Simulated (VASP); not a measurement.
Here is a VASP 6.6.1 calculation.

File INCAR:

```
PREC     = Accurate       # precision mode
ENCUT    = 520            # plane-wave cutoff, eV
EDIFF    = 1E-6           # SCF threshold, eV
ISMEAR   = -1             # smearing method
SIGMA    = 0.1            # smearing width, eV
LREAL    = F              # projectors in reciprocal space
LASPH    = T              # aspherical terms in the spheres
NELM     = 80             # most SCF steps
ALGO     = Normal         # electronic algorithm
ISIF     = 2              # what is computed and relaxed
LWAVE    = F              # write WAVECAR
LCHARG   = F              # write CHGCAR
GGA      = B5             # functional
ALDAX    = 1.0          
AGGAX    = 1.0          
AGGAC    = 1.0          
ALDAC    = 0.0          
NBANDS   = 12             # bands
```

Contents of KPOINTS:

```
regular mesh
0
Gamma
  24 24 24
```

The input POSCAR:

```
V
1.0
   -1.5716372820      1.5716372820      1.5716372820
    1.5716372820     -1.5716372820      1.5716372820
    1.5716372820      1.5716372820     -1.5716372820
V
1
Direct
    0.0000000000      0.0000000000      0.0000000000
```

Potentials or basis: VASP PAW PBE potentials, release 64 (V_sv).

Run with:

```bash
$ cat potpaw_PBE.64/V_sv/POTCAR > POTCAR
$ mpirun -np 1 vasp_std > vasp.out
```

Problem. Estimate the pressure.

Solution. -14.9 GPa.

Caveat: the PAW data sets were made with another functional, which shifts forces and pressure a little.
